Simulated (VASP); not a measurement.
A run of VASP 6.6.1 is set up as follows.

INCAR

```
  PREC = Accurate
  ENCUT = 520
  EDIFF = 1E-7
  ISMEAR = -1
  SIGMA = 0.05
  LREAL = F
  LASPH = T
  NELM = 150
  ALGO = Normal
  ISIF = 2
  LWAVE = F
  LCHARG = F
  ISPIN = 2
  MAGMOM = 1.546
  LORBIT = 11
  LMAXMIX = 4
  GGA = CA
  NBANDS = 14
```

File KPOINTS:

```
Automatic mesh
0
Gamma
  16 16 16
```

Contents of POSCAR:

```
Co
1.0
    2.3418951886      0.0000000000      0.0000000000
    0.0000000000      2.3418951886      0.0000000000
    0.0000000000      0.0000000000      2.3418951886
Co
1
Direct
    0.0000000000      0.0000000000      0.0000000000
```

Potentials or basis: VASP PAW LDA potentials, release 64 (Co).

Run with:

```console
$ cat potpaw_LDA.64/Co/POTCAR > POTCAR
$ mpirun -np 1 vasp_std > vasp.out
```

Question: Predict the net moment.

Answer: 1.71 μB per cell.

Question: Estimate the site moments.

Answer: Co +1.71 μB.
